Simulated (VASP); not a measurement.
# TiSi2 (Cmcm) in VASP: notebook

Runs on TiSi2. Level: PBE. Tasks: single point.

Everything below comes from runs of VASP 6.6.1. Logs are shortened: lines on timing, memory, paths and dates and some standing lists are left out, and cuts for length are marked.

## Step 1: The cell of the first run

It takes space group Cmcm (No. 63, orthorhombic). The conventional cell has a = 3.543 Å, b = 12.504 Å, c = 3.575 Å, α = 90.00°, β = 90.00°, γ = 90.00°. Within 3.4 Å of Ti (site symmetry m2m) lie 10 Si at 2.55 to 2.69 Å and 2 Ti at 3.14 Å. Within 3.1 Å of Si (site symmetry m2m) lie 6 Si at 2.32 to 2.98 Å and 6 Ti at 2.58 to 2.69 Å. Within 3.3 Å of Si (site symmetry m2m) lie 8 Si at 2.52 to 2.98 Å and 4 Ti at 2.55 to 2.56 Å.

## Step 2: Single point, PBE (13.20 Å³/atom)

The input, INCAR:

```
  PREC = Accurate
  ENCUT = 520
  EDIFF = 1E-6
  ISMEAR = 0
  SIGMA = 0.15
  LREAL = F
  LASPH = T
  NELM = 100
  ALGO = Normal
  ISIF = 2
  LWAVE = F
  LCHARG = T
  GGA = PE
  LELF = T
  LVHAR = T
  NBANDS = 29
```

The input, KPOINTS:

```
regular mesh
0
Gamma
  12 12 12
```

The input, POSCAR:

```
TiSi2
1.0
    1.7717262361     -6.2518326017      0.0000000000
    1.7717262361      6.2518326017      0.0000000000
    0.0000000000      0.0000000000      3.5751249812
Ti Si
2 4
Direct
    0.8968075259      0.1031924741      0.7500000000
    0.1031924741      0.8968075259      0.2500000000
    0.5591373592      0.4408626408      0.7500000000
    0.4408626408      0.5591373592      0.2500000000
    0.2498287182      0.7501712818      0.7500000000
    0.7501712818      0.2498287182      0.2500000000
```

Potentials or basis: VASP PAW PBE potentials, release 64 (Ti_sv, Si).

The run is started by

```sh
$ cat potpaw_PBE.64/Ti_sv/POTCAR potpaw_PBE.64/Si/POTCAR > POTCAR
$ mpirun -np 1 vasp_std > vasp.out
```

OUTCAR:

```text
PREC = Accurate
   ENCUT = 520
   EDIFF = 1E-6
   ISMEAR = 0
   LREAL = F
   LASPH = T
   NELM = 100
   ISIF = 2
   GGA = PE

 ion  position               nearest neighbor table
   1  0.897  0.103  0.750-   5 2.55   5 2.55   6 2.56   6 2.56   4 2.58   4 2.58   4 2.58   4 2.58
                             3 2.69   3 2.69
   2  0.103  0.897  0.250-   6 2.55   6 2.55   5 2.56   5 2.56   3 2.58   3 2.58   3 2.58   3 2.58
                             4 2.69   4 2.69
   3  0.559  0.441  0.750-   4 2.32   4 2.32   2 2.58   2 2.58   2 2.58   2 2.58   1 2.69   1 2.69
                             5 2.97   5 2.97   6 2.98   6 2.98
   4  0.441  0.559  0.250-   3 2.32   3 2.32   1 2.58   1 2.58   1 2.58   1 2.58   2 2.69   2 2.69
                             6 2.97   6 2.97   5 2.98   5 2.98
   5  0.250  0.750  0.750-   6 2.52   6 2.52   6 2.52   6 2.52   1 2.55   1 2.55   2 2.56   2 2.56
                             3 2.97   3 2.97   4 2.98   4 2.98
   6  0.750  0.250  0.250-   5 2.52   5 2.52   5 2.52   5 2.52   2 2.55   2 2.55   1 2.56   1 2.56
                             4 2.97   4 2.97   3 2.98   3 2.98

  LATTYP: Found a base centered orthorhombic cell.
 ALAT       =     3.5434524722
 B/A-ratio  =     3.5286673947
 C/A-ratio  =     1.0089383191

  Lattice vectors:

 A1 = (   1.7717262361,  -6.2518326017,   0.0000000000)
 A2 = (   1.7717262361,   6.2518326017,   0.0000000000)
 A3 = (   0.0000000000,   0.0000000000,   3.5751249812)

Analysis of symmetry for initial positions (statically):
=====================================================================
 Subroutine PRICEL returns:
 Original cell was already a primitive cell.

 Routine SETGRP: Setting up the symmetry group for a
 base centered orthorhombic supercell.

 Subroutine GETGRP returns: Found  8 space group operations
 (whereof  4 operations were pure point group operations)
 out of a pool of  8 trial point group operations.

The static configuration has the point symmetry C_2h.
 The point group associated with its full space group is D_2h.

Analysis of symmetry for dynamics (positions and initial velocities):
=====================================================================
 Subroutine PRICEL returns:
 Original cell was already a primitive cell.

 Routine SETGRP: Setting up the symmetry group for a
 base centered orthorhombic supercell.

 Subroutine GETGRP returns: Found  8 space group operations
 (whereof  4 operations were pure point group operations)
 out of a pool of  8 trial point group operations.
[... 112 lines left out ...]
   EDIFFG = 0.1E-04   stopping-criterion for IOM
   NSW    =      0    number of steps for IOM
   IBRION =     -1    ionic relax: 0-MD 1-quasi-New 2-CG
   NFREE  =      0    steps in history (QN), initial steepest desc. (CG)
   ISIF   =      2    stress and relaxation
   ISYM   =      2    0-nonsym 1-usesym 2-fastsym
   POTIM  = 0.5000    time-step for ionic-motion
   TEBEG  =    0.0;   TEEND  =   0.0 temperature during run
   PSTRESS=    0.0 pullay stress
   NELECT =      40.0000    total number of electrons
   NUPDOWN=      -1.0000    fix difference up-down
   EMIN   =  10.00;   EMAX   =-10.00  energy-range for DOS
   EFERMI =   0.00;   METHOD = LEGACY
   ISMEAR =     0;   SIGMA  =   0.15  broadening in eV -4-tet -1-fermi 0-gaus
   EFERMI_NEDOS =   21; number of points for ismear=-14 and -15
   IALGO  =     38    algorithm
   IMIX   =      4    mixing-type and parameters
     AMIX     =   0.40;   BMIX     =  1.00
     AMIX_MAG =   1.60;   BMIX_MAG =  1.00
  volume/ion in A,a.u.               =      13.20        89.08
  Fermi-wavevector in a.u.,A,eV,Ry     =   1.303726  2.463686 23.125854  1.699702
  Thomas-Fermi vector in A             =   2.434709
   LORBIT       =      0    0 simple, 1 ext, 2 COOP (PROOUT), +10 PAW based schemes
   GGA     = PE    functional components
   LHFCALC =     F    Hartree Fock is set to
   AEXX    =    0.0000 exact exchange contribution
   IVDW    =     0    specifies the selected vdW correction
   LEPSILON=     F    determine dielectric tensor
   LRPA    =     F    only Hartree local field effects (RPA)
 non-spin polarized calculation
 Gauss-broadening in eV      SIGMA  =   0.15
  energy-cutoff  :      520.00
  volume of cell :       79.20
 maximum number of plane-waves:      2153
   NGX = 25   NGY = 25   NGZ = 13

 number of electron      40.0000004 magnetization

 Free energy of the ion-electron system (eV)
  ---------------------------------------------------
  ext. energy  EPLUGINS =         0.00000000
  ---------------------------------------------------
  free energy    TOTEN  =       -40.27546150 eV

  energy without entropy =      -40.25684305  energy(sigma->0) =      -40.26615227

 E-fermi :  11.4620     XC(G=0): -11.9685

 val. band max:       11.4586045966   @ k =  -0.4167   0.3333   0.1667
 cond. band min:      11.4714034378   @ k =   0.5000   0.3333   0.0833
 fundamental gap:      0.0127988412
 Fermi energy:        11.4620270015

 k-point     1 :       0.0000    0.0000    0.0000
  band No.  band energies     occupation
      1     -45.1089      2.00000
      2     -45.0904      2.00000
      3     -21.4797      2.00000
      4     -21.4794      2.00000
      5     -21.4703      2.00000
      6     -21.4472      2.00000
[... 757 lines left out ...]
     28      14.7310      0.00000
     29      15.8332      0.00000

 [... further k-points ...]

------------------------ aborting loop because EDIFF is reached ----------------------------------------

  FORCE on cell =-STRESS in cart. coord.  units (eV):
  Direction    XX          YY          ZZ          XY          YZ          ZX
  --------------------------------------------------------------------------------------
  -------------------------------------------------------------------------------------
  Total        2.8512244     12.3846853      3.6016423      0.0000000      0.0000000      0.0000000
  in kB       57.6788770    250.5361363     72.8594648      0.0000000      0.0000000      0.0000000
  external PRESSURE =     127.0248261 kB  Pullay stress =       0.0000000 kB

 VOLUME and BASIS-vectors are now :
 -----------------------------------------------------------------------------
  energy-cutoff  :      520.00
  volume of cell :       79.20
      direct lattice vectors                 reciprocal lattice vectors
     1.771726236 -6.251832602  0.000000000     0.282210643 -0.079976550  0.000000000
     1.771726236  6.251832602  0.000000000     0.282210643  0.079976550  0.000000000
     0.000000000  0.000000000  3.575124981     0.000000000  0.000000000  0.279710501

 POSITION                                       TOTAL-FORCE (eV/Angst)
 -----------------------------------------------------------------------------------
      1.77173     -4.96155      2.68134         0.000000     -1.046936      0.000000
      1.77173      4.96155      0.89378         0.000000      1.046936     -0.000000
      1.77173     -0.73943      2.68134         0.000000     -0.718859     -0.000000
      1.77173      0.73943      0.89378         0.000000      0.718859     -0.000000
      1.77173      3.12806      2.68134         0.000000      0.068963     -0.000000
      1.77173     -3.12806      0.89378         0.000000     -0.068963     -0.000000
 -----------------------------------------------------------------------------------
    total drift:                                0.000000     -0.000000     -0.000000

  FREE ENERGIE OF THE ION-ELECTRON SYSTEM (eV)
  ---------------------------------------------------
  free  energy   TOTEN  =       -40.2754614977 eV

  energy  without entropy=      -40.2568430490  energy(sigma->0) =      -40.26615227
```

Wall time 15 min (1 thread of Oxide Virtual Turin-like, shared host); peak memory 0.62 GiB.

Results:

- Free energy: -40.2755 eV
- Pressure: 12.7 GPa
- Largest force: 1.047 eV/Å
- Band gap on the k mesh: zero (bands 20 and 21 overlap by 0.93 eV)

Forces in eV/Å, atoms in the order of the input:
```
Ti   0.000 -1.047  0.000
Ti   0.000  1.047  0.000
Si   0.000 -0.719  0.000
Si   0.000  0.719  0.000
Si   0.000  0.069  0.000
Si   0.000 -0.069  0.000
```

Levels at points of the mesh, in eV from the Fermi level:
```tsv
k point	band 18	band 19	band 20	band 21	band 22	band 23
(0.00, 0.00, 0.00)	-1.78	-1.38	0.34	0.81	0.90	1.00
(0.50, 0.00, 0.00)	-1.06	-0.83	-0.63	-0.55	0.88	1.37
(0.50, 0.50, 0.00)	-2.32	-0.91	0.19	0.48	0.49	1.00
(0.00, 0.00, 0.50)	-1.44	-0.05	-0.05	1.45	1.45	1.47
(0.50, 0.00, 0.50)	-2.90	-2.47	-2.47	1.84	1.84	1.85
(0.50, 0.50, 0.50)	-2.41	-1.22	-1.22	0.56	0.56	1.64
```

Caveat: the stress differs along the axes, from 6 to 25 GPa; forces of over 1 eV/Å act on the atoms, so gaps and moduli don't describe the material at rest.

## Step 3: Single point, PBE (13.49 Å³/atom)

This run uses another cell than the first one, of 13.49 Å³/atom.

The input, INCAR:

```
PREC     = Accurate       # precision mode
ENCUT    = 520            # plane-wave cutoff, eV
EDIFF    = 1E-6           # SCF threshold, eV
ISMEAR   = 0              # smearing method
SIGMA    = 0.15           # smearing width, eV
LREAL    = False          # projectors in reciprocal space
LASPH    = True           # aspherical terms in the spheres
NELM     = 100            # most SCF steps
ALGO     = Normal         # electronic algorithm
ISIF     = 2              # what is computed and relaxed
LWAVE    = False          # write WAVECAR
LCHARG   = True           # write CHGCAR
GGA      = PE             # functional
LELF     = True           # ELF
LVHAR    = True         
NBANDS   = 29             # bands
```

KPOINTS is that of step 2.

Edit POSCAR of step 2 so:

```diff
@@ -2,5 +2,5 @@
 1.0
-    1.7717262361     -6.2518326017      0.0000000000
-    1.7717262361      6.2518326017      0.0000000000
-    0.0000000000      0.0000000000      3.5751249812
+    1.7143835437     -6.8222247297      0.0000000000
+    1.7143835437      6.8222247297      0.0000000000
+    0.0000000000      0.0000000000      3.4594145018
 Ti Si
```

Potentials or basis: VASP PAW PBE potentials, release 64 (Ti_sv, Si).

The run is started by

```sh
$ cat potpaw_PBE.64/Ti_sv/POTCAR potpaw_PBE.64/Si/POTCAR > POTCAR
$ mpirun -np 1 vasp_std > vasp.out
```

Wall time 22 min (1 thread of Oxide Virtual Turin-like, shared host); peak memory 0.66 GiB.

Results (log left out):

- Free energy: -40.5119 eV
- Pressure: 10.9 GPa
- Largest force: 0.177 eV/Å
- Band gap on the k mesh: zero (bands 20 and 21 overlap by 1.03 eV)

Forces on the atoms (eV/Å):
```
Ti   0.000  0.177  0.000
Ti   0.000 -0.177  0.000
Si   0.000  0.042  0.000
Si   0.000 -0.042  0.000
Si   0.000  0.008  0.000
Si   0.000 -0.008  0.000
```

Stress tensor (GPa, compression positive):
```
14.25  0.00  0.00
 0.00  2.91  0.00
 0.00  0.00 15.67
```

Levels at points of the mesh, in eV from the Fermi level:
```
           k point  band 17  band 18  band 19  band 20  band 21  band 22  band 23  band 24
(0.00, 0.00, 0.00)    -2.32    -2.31    -1.92     0.57     0.90     0.95     1.10     1.13
(0.50, 0.00, 0.00)    -1.71    -1.66    -0.80    -0.51    -0.46     1.61     1.68     1.90
(0.50, 0.50, 0.00)    -2.39    -1.73    -1.43     0.50     0.75     0.96     0.98     1.44
(0.00, 0.00, 0.50)    -1.90    -1.90    -0.01    -0.01     0.69     0.69     1.62     1.62
(0.50, 0.00, 0.50)    -3.44    -3.44    -2.57    -2.57     1.77     1.77     2.15     2.15
(0.50, 0.50, 0.50)    -2.01    -2.01    -0.77    -0.77     0.52     0.52     1.89     1.89
```

Caveat: the stress differs along the axes, from 3 to 16 GPa.
